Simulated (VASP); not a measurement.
# AlN (F-43m) in VASP: single point with PBEsol

Aim: the single point of AlN with PBEsol.

Everything below comes from runs of VASP 6.6.1. Logs are shortened: lines on timing, memory, paths and dates and some standing lists are left out, and cuts for length are marked.

### Step 1. The cell of the first run

It takes space group F-43m (No. 216, cubic). Conventional cell: a = 4.334 Å, b = 4.334 Å, c = 4.334 Å, α = 90.00°, β = 90.00°, γ = 90.00°. Within 2.5 Å of Al (site symmetry -43m) lie 4 N at 1.88 Å. N (site symmetry -43m) has 4 Al at 1.88 Å within 2.5 Å.

### Step 2. Single point, PBEsol, non-collinear spin, zero start, spin-orbit coupling

INCAR

```
SYSTEM = AlN
PREC = Accurate ; ENCUT = 600
EDIFF = 1E-6 ; ISMEAR = 0
SIGMA = 0.01 ; LREAL = .FALSE.
LASPH = .TRUE. ; NELM = 200
ALGO = Normal ; ISIF = 2
LWAVE = .FALSE. ; LCHARG = .TRUE.
MAGMOM = 0 0 0 0 0 0 ; LORBIT = 11
LSORBIT = .TRUE. ; GGA_COMPAT = .FALSE.
LORBMOM = .TRUE. ; GGA = PS
LVHAR = .TRUE. ; NBANDS = 20
```

KPOINTS

```
Automatic mesh
0
G
  8 8 8
  0 0 0
```

POSCAR

```
AlN
1.0
    0.0000000000      2.1668030154      2.1668030154
    2.1668030154      0.0000000000      2.1668030154
    2.1668030154      2.1668030154      0.0000000000
Al N
1 1
Direct
    0.0000000000      0.0000000000      0.0000000000
    0.2500000000      0.2500000000      0.2500000000
```

Potentials or basis: VASP PAW PBE potentials, release 64 (Al, N).

On the command line:

```
cat potpaw_PBE.64/Al/POTCAR potpaw_PBE.64/N/POTCAR > POTCAR
mpirun -np 1 vasp_ncl > vasp.out
```

OUTCAR:

```text
SYSTEM = AlN
   PREC = Accurate
   ENCUT = 600
   EDIFF = 1E-6
   ISMEAR = 0
   LREAL = .FALSE.
   LASPH = .TRUE.
   NELM = 200
   ISIF = 2
   LORBIT = 11
   LSORBIT = .TRUE.
   GGA = PS

 ion  position               nearest neighbor table
   1  0.000  0.000  0.000-   2 1.88   2 1.88   2 1.88   2 1.88
   2  0.250  0.250  0.250-   1 1.88   1 1.88   1 1.88   1 1.88

  LATTYP: Found a face centered cubic cell.
 ALAT       =     4.3336060308

  Lattice vectors:

 A1 = (   0.0000000000,   2.1668030154,   2.1668030154)
 A2 = (   2.1668030154,   0.0000000000,   2.1668030154)
 A3 = (   2.1668030154,   2.1668030154,   0.0000000000)

Analysis of symmetry for initial positions (statically):
=====================================================================
 Subroutine PRICEL returns:
 Original cell was already a primitive cell.

 Routine SETGRP: Setting up the symmetry group for a
 face centered cubic supercell.

 Subroutine GETGRP returns: Found 24 space group operations
 (whereof 24 operations were pure point group operations)
 out of a pool of 48 trial point group operations.

The static configuration has the point symmetry T_d .

Analysis of symmetry for dynamics (positions and initial velocities):
=====================================================================
 Subroutine PRICEL returns:
 Original cell was already a primitive cell.

 Routine SETGRP: Setting up the symmetry group for a
 face centered cubic supercell.

 Subroutine GETGRP returns: Found 24 space group operations
 (whereof 24 operations were pure point group operations)
 out of a pool of 48 trial point group operations.

The dynamic configuration has the point symmetry T_d .

Analysis of structural, dynamic, and magnetic symmetry:
=====================================================================
 Subroutine PRICEL returns:
 Original cell was already a primitive cell.

 Routine SETGRP: Setting up the symmetry group for a
 face centered cubic supercell.

 Subroutine GETGRP returns: Found 24 space group operations
 (whereof 24 operations were pure point group operations)
 out of a pool of 48 trial point group operations.

The overall configuration has the point symmetry T_d .

 Subroutine INISYM returns: Found 24 space group operations
 (whereof 24 operations are pure point group operations),
 and found     1 'primitive' translations

----------------------------------------------------------------------------------------

                                     Primitive cell

  volume of cell :      20.3464

  direct lattice vectors                    reciprocal lattice vectors
     0.000000000  2.166803015  2.166803015    -0.230754709  0.230754709  0.230754709
     2.166803015  0.000000000  2.166803015     0.230754709 -0.230754709  0.230754709
     2.166803015  2.166803015  0.000000000     0.230754709  0.230754709 -0.230754709

  length of vectors
     3.064322211  3.064322211  3.064322211     0.399678881  0.399678881  0.399678881

  position of ions in fractional coordinates (direct lattice)
     0.000000000  0.000000000  0.000000000
     0.250000000  0.250000000  0.250000000

  ion indices of the primitive-cell ions
   primitive index   ion index
                 1           1
                 2           2

----------------------------------------------------------------------------------------

 KPOINTS: Automatic mesh

Automatic generation of k-mesh.
 Grid dimensions read from file:
 generate k-points for:    8    8    8

 Generating k-lattice:

  Cartesian coordinates                     Fractional coordinates (reciprocal lattice)
    -0.028844339  0.028844339  0.028844339     0.125000000  0.000000000  0.000000000
     0.028844339 -0.028844339  0.028844339     0.000000000  0.125000000  0.000000000
     0.028844339  0.028844339 -0.028844339     0.000000000  0.000000000  0.125000000

  Length of vectors
     0.049959860  0.049959860  0.049959860

[... 91 lines left out ...]

 number of electron       7.9999999 magnetization      -0.0000000     -0.0000000      0.0000000

 number of electron       7.9999999 magnetization       0.0000000      0.0000000     -0.0000000

 Free energy of the ion-electron system (eV)
  ---------------------------------------------------
  ext. energy  EPLUGINS =         0.00000000
  ---------------------------------------------------
  free energy    TOTEN  =       -15.60029314 eV

  energy without entropy =      -15.60029314  energy(sigma->0) =      -15.60029314

 E-fermi :   6.1533     XC(G=0): -11.2339

 val. band max:        6.1110399376   @ k =   0.0000   0.0000   0.0000
 cond. band min:       9.3011628430   @ k =   0.5000   0.5000   0.0000
 fundamental gap:      3.1901229054
 Fermi energy:         6.1532871756

 k-point     1 :       0.0000    0.0000    0.0000
  band No.  band energies     occupation
      1      -8.9943      1.00000
      2      -8.9943      1.00000
      3       6.0919      1.00000
      4       6.0919      1.00000
      5       6.1110      1.00000
      6       6.1110      1.00000
[... 541 lines left out ...]
     19      27.0502      0.00000
     20      27.0502      0.00000

 [... further k-points ...]

------------------------ aborting loop because EDIFF is reached ----------------------------------------

  FORCE on cell =-STRESS in cart. coord.  units (eV):
  Direction    XX          YY          ZZ          XY          YZ          ZX
  --------------------------------------------------------------------------------------
  -------------------------------------------------------------------------------------
  Total        0.7986901      0.7986901      0.7986901      0.0000000      0.0000000     -0.0000000
  in kB       62.8927502     62.8927502     62.8927502      0.0000000      0.0000000     -0.0000000
  external PRESSURE =      62.8927502 kB  Pullay stress =       0.0000000 kB

 VOLUME and BASIS-vectors are now :
 -----------------------------------------------------------------------------
  energy-cutoff  :      600.00
  volume of cell :       20.35
      direct lattice vectors                 reciprocal lattice vectors
     0.000000000  2.166803015  2.166803015    -0.230754709  0.230754709  0.230754709
     2.166803015  0.000000000  2.166803015     0.230754709 -0.230754709  0.230754709
     2.166803015  2.166803015  0.000000000     0.230754709  0.230754709 -0.230754709

 POSITION                                       TOTAL-FORCE (eV/Angst)
 -----------------------------------------------------------------------------------
      0.00000      0.00000      0.00000         0.000000      0.000000      0.000000
      1.08340      1.08340      1.08340        -0.000000     -0.000000     -0.000000
 -----------------------------------------------------------------------------------
    total drift:                                0.000000      0.000000      0.000000

  FREE ENERGIE OF THE ION-ELECTRON SYSTEM (eV)
  ---------------------------------------------------
  free  energy   TOTEN  =       -15.6002931351 eV

  energy  without entropy=      -15.6002931351  energy(sigma->0) =      -15.60029314

 orbital moment (x)

 # of ion     p       tot
 --------------------------------
  1         0.000   0.000
  2         0.000   0.000
 --------------------------------
            0.000   0.000

 orbital moment (y)

 # of ion     p       tot
 --------------------------------
  1         0.000   0.000
  2        -0.000  -0.000
 --------------------------------
            0.000   0.000

 orbital moment (z)

 # of ion     p       tot
 --------------------------------
  1        -0.000  -0.000
  2         0.000   0.000
 --------------------------------
           -0.000  -0.000

 Spin-Orbit-Coupling matrix elements

 Ion:    1  E_soc:     -0.0001042
 l=   1
     0.0000000    -0.0000174    -0.0000174
    -0.0000174     0.0000000    -0.0000174
    -0.0000174    -0.0000174     0.0000000
 l=   2
     0.0000000     0.0000000     0.0000000     0.0000000     0.0000000
     0.0000000     0.0000000     0.0000000     0.0000000     0.0000000
     0.0000000     0.0000000     0.0000000     0.0000000     0.0000000
     0.0000000     0.0000000     0.0000000     0.0000000     0.0000000
     0.0000000     0.0000000     0.0000000     0.0000000     0.0000000
 l=   3
     0.0000000     0.0000000     0.0000000     0.0000000     0.0000000     0.0000000     0.0000000
     0.0000000     0.0000000     0.0000000     0.0000000     0.0000000     0.0000000     0.0000000
     0.0000000     0.0000000     0.0000000     0.0000000     0.0000000     0.0000000     0.0000000
     0.0000000     0.0000000     0.0000000     0.0000000     0.0000000     0.0000000     0.0000000
     0.0000000     0.0000000     0.0000000     0.0000000     0.0000000     0.0000000     0.0000000
     0.0000000     0.0000000     0.0000000     0.0000000     0.0000000     0.0000000     0.0000000
     0.0000000     0.0000000     0.0000000     0.0000000     0.0000000     0.0000000     0.0000000

 Ion:    2  E_soc:     -0.0000580
 l=   1
     0.0000000    -0.0000097    -0.0000097
    -0.0000097     0.0000000    -0.0000097
    -0.0000097    -0.0000097     0.0000000
 l=   2
     0.0000000     0.0000000     0.0000000     0.0000000     0.0000000
     0.0000000     0.0000000     0.0000000     0.0000000     0.0000000
     0.0000000     0.0000000     0.0000000     0.0000000     0.0000000
     0.0000000     0.0000000     0.0000000     0.0000000     0.0000000
     0.0000000     0.0000000     0.0000000     0.0000000     0.0000000
 l=   3
     0.0000000     0.0000000     0.0000000     0.0000000     0.0000000     0.0000000     0.0000000
     0.0000000     0.0000000     0.0000000     0.0000000     0.0000000     0.0000000     0.0000000
     0.0000000     0.0000000     0.0000000     0.0000000     0.0000000     0.0000000     0.0000000
     0.0000000     0.0000000     0.0000000     0.0000000     0.0000000     0.0000000     0.0000000
     0.0000000     0.0000000     0.0000000     0.0000000     0.0000000     0.0000000     0.0000000
     0.0000000     0.0000000     0.0000000     0.0000000     0.0000000     0.0000000     0.0000000
     0.0000000     0.0000000     0.0000000     0.0000000     0.0000000     0.0000000     0.0000000

 total charge

# of ion       s       p       d       tot
------------------------------------------
    1        0.375   0.462   0.000   0.836
    2        1.217   2.636   0.000   3.853
--------------------------------------------------
tot          1.591   3.097   0.000   4.689

 magnetization (x)

# of ion       s       p       d       tot
------------------------------------------
    1        0.000  -0.000   0.000  -0.000
    2       -0.000   0.000   0.000   0.000
--------------------------------------------------
tot         -0.000  -0.000   0.000  -0.000

 magnetization (y)

# of ion       s       p       d       tot
------------------------------------------
    1       -0.000   0.000   0.000  -0.000
    2       -0.000   0.000   0.000   0.000
--------------------------------------------------
tot         -0.000   0.000   0.000   0.000

 magnetization (z)

# of ion       s       p       d       tot
------------------------------------------
    1       -0.000   0.000   0.000   0.000
    2        0.000   0.000   0.000   0.000
--------------------------------------------------
tot          0.000   0.000   0.000   0.000
```

It took 57 s on 1 thread of Intel Xeon 8259CL, shared host; peak memory 0.2 GiB.

What came out:

| Quantity | Value |
| --- | --- |
| Free energy | -15.6003 eV |
| Pressure | 6.3 GPa |
| Net moment | 0.00 μB per cell |
| Valence electrons inside the program's atomic spheres | Al 0.84; N 3.85 |

Moments on the atoms (μB; x, y, z):
```
Al  0.00 0.00 0.00
N   0.00 0.00 0.00
```

Caveat: the cell stands under pressure; the PAW data sets were made with another functional, which shifts forces and pressure a little.
